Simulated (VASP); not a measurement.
Set up this calculation in VASP 6.6.1, as the native input.

```
Task                   : single point
Functional             : PBE
Potentials or basis    : VASP PAW PBE potentials, release 64 (W_sv)
Cutoff                 : 520 eV
k mesh                 : 22 × 22 × 14
Occupations            : gaussian, width 0.15 eV
Spin                   : no spin polarisation
Dipole correction      : no
Further INCAR settings : ALGO = Fast; EDIFF = 1e-06; NBANDS = 21
```

The structure of W lies in POSCAR:

```
W
1.0
   -1.5917793224      1.5917793224      1.5917793224
    1.5917793224     -1.5917793224      1.5917793224
    3.1835586449      3.1835586449      0.0000000000
W
2
Direct
   -0.0353378130     -0.0353378130      0.0000000000
    0.5353378130      0.5353378130      0.5000000000
```

This cell differs from its parent crystal: atoms displaced along a vibrational mode.

The input as run:

INCAR

```
SYSTEM = W
  ALGO = Fast
  EDIFF = 1E-6
  ENCUT = 520
  GGA = PE
  ISIF = 2
  ISMEAR = 0
  LASPH = .True.
  LCHARG = .False.
  LREAL = .False.
  LWAVE = .False.
  NBANDS = 21
  NELM = 80
  PREC = Accurate
  SIGMA = 0.15
```

KPOINTS

```
k-points
0
Gamma
  22 22 14
  0 0 0
```

Potentials or basis: VASP PAW PBE potentials, release 64 (W_sv).

Run with:

```sh
$ cat potpaw_PBE.64/W_sv/POTCAR > POTCAR
$ mpirun -np 1 vasp_std > vasp.out
```

Results of the run:

| Item | Value |
| --- | --- |
| Pressure | 3.4 GPa |
| Largest force | 1.472 eV/Å |
| Band gap on the k mesh | zero (bands 14 and 15 overlap by 2.87 eV) |

Caveat: the cell differs from its parent crystal (atoms displaced along a vibrational mode); the cell stands under pressure; spin-orbit coupling is left out, which moves the levels of the heavy elements; forces of over 1 eV/Å act on the atoms, so gaps and moduli don't describe the material at rest.

Wall time 4 min on 1 thread of Intel(R) Xeon(R) 6975P-C (Granite Rapids), on a shared host, peak memory 0.62 GiB.
